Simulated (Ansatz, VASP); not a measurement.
Ti2Tl in VASP and in Ansatz

INCAR

```
PREC     = Accurate       # precision mode
ENCUT    = 600            # plane-wave cutoff, eV
EDIFF    = 1E-6           # SCF threshold, eV
ISMEAR   = 0              # smearing method
SIGMA    = 0.1            # smearing width, eV
LREAL    = F              # projectors in reciprocal space
LASPH    = T              # aspherical terms in the spheres
NELM     = 80             # most SCF steps
ALGO     = Normal         # electronic algorithm
ISIF     = 3              # what is computed and relaxed
LWAVE    = F              # write WAVECAR
LCHARG   = F              # write CHGCAR
GGA      = PE             # functional
IBRION   = 2              # ionic algorithm
NSW      = 90             # ionic steps
EDIFFG   = -0.04          # ionic threshold
```

The input KPOINTS:

```
Automatic mesh
0
Gamma
  6 6 4
```

Contents of POSCAR:

```
Ti2Tl
1.0
    3.8777582045      0.0000000000      0.0000000000
   -1.9388791023      3.3582371149      0.0000000000
    0.0000000000      0.0000000000      4.1869482275
Ti Tl
2 1
Direct
    0.3333333333      0.6666666667      0.5000000000
    0.6666666667      0.3333333333      0.5000000000
    0.0000000000      0.0000000000      0.0000000000
```

Input for Ansatz:

```yaml
crystal:
  lattice:
    - [3.8777582045, 0.0, 0.0]
    - [-1.9388791023, 3.3582371149, 0.0]
    - [0.0, 0.0, 4.1869482275]
  atoms:
    - { symbol: Ti, position: [0.3333333333, 0.6666666667, 0.5] }
    - { symbol: Ti, position: [0.6666666667, 0.3333333333, 0.5] }
    - { symbol: Tl, position: [0.0, 0.0, 0.0] }
basis:
  ecutwfc: 420
kpoints:
  mp_grid: { grid: [6, 6, 4] }
hamiltonian:
  xc: pbe
scf:
  occupations: { method: gaussian, width: 0.1 }
  lower_state_search: "off"
output:
  forces: true
  stress: true
  eigenvalues: true
relax:
  adjacent_minimum: "off"
  f_tol: 0.04
  max_steps: 70
  cell: { stress_tol: 0.4 }
```

Alike in both runs: task relaxation of cell and atoms; functional PBE; k mesh 6 × 6 × 4; occupations gaussian, width 0.1 eV; no spin polarisation.

|  | VASP | Ansatz |
| --- | --- | --- |
| version | VASP 6.6.1 | Ansatz 0.2.0 |
| potentials or method | VASP PAW PBE potentials, release 64 (Ti_sv, Tl_d), cutoff 600 eV | scalar-relativistic, plane waves, PAW |
| valence electrons in the cell | 37 | 37 |

```tsv
	VASP	Ansatz	Ansatz less VASP
gap on the k mesh at the Fermi level, each at its own relaxed structure (eV)	none	none	-
relaxed volume (Å³/atom)	18.94	18.94	-0.004
relaxed cell length with the largest relative difference (Å)	2.873	2.871	-0.0013
```

A gap of «none» marks a metal or a gap that the smearing closes.

The k mesh is coarse, so the values compare programs but aren't converged. Spin-orbit coupling is off throughout.
